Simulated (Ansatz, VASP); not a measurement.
One calculation of Ca, two programs

File INCAR:

```
SYSTEM = Ca
  PREC = Accurate
  ENCUT = 520
  EDIFF = 1E-7
  ISMEAR = 0
  SIGMA = 0.15
  LREAL = .False.
  LASPH = .True.
  NELM = 80
  ALGO = Fast
  ISIF = 2
  LWAVE = .False.
  LCHARG = .False.
  GGA = PS
  NBANDS = 11
```

KPOINTS

```
regular mesh
0
Gamma
  16 16 16
  0 0 0
```

Contents of POSCAR:

```
Ca
1.0
   -2.4920000000      1.9880000000      2.2400000000
    2.4920000000     -1.9880000000      2.2400000000
    2.4920000000      1.9880000000     -2.2400000000
Ca
1
Direct
    0.0000000000      0.0000000000      0.0000000000
```

Input for Ansatz:

```yaml
crystal:
  lattice:
    - [-2.492, 1.988, 2.24]
    - [2.492, -1.988, 2.24]
    - [2.492, 1.988, -2.24]
  atoms:
    - { symbol: Ca, position: [0.0, 0.0, 0.0] }
basis:
  ecutwfc: 420
kpoints:
  mp_grid: { grid: [16, 16, 16] }
hamiltonian:
  xc: pbesol
scf:
  occupations: { method: gaussian, width: 0.15 }
output:
  forces: true
  stress: true
  eigenvalues: true
```

Change from the starting cell: strain +0.1125 x Voigt [1, -1, 0, 0, 0, 0], atoms carried along.

Alike in both runs: task single point; functional PBEsol; k mesh 16 × 16 × 16; occupations gaussian, width 0.15 eV; no spin polarisation.

|  | VASP | Ansatz |
| --- | --- | --- |
| version | VASP 6.6.1 | Ansatz 0.2.0 |
| potentials or method | VASP PAW PBE potentials, release 64 (Ca_sv), cutoff 520 eV | scalar-relativistic, plane waves, PAW |
| valence electrons in the cell | 10 | 10 |

|  | VASP | Ansatz | Ansatz less VASP |
| --- | --- | --- | --- |
| gap on the k mesh at the Fermi level (eV) | none | none | - |
| pressure (GPa) | -1.4 | -1.4 | -0.01 |
| traceless stress, the component that is largest in VASP (GPa) | 0.79 | 0.79 | -0.001 |

VASP's potentials were made for PBE, not for PBEsol. A gap of «none» marks a metal or a gap that the smearing closes.
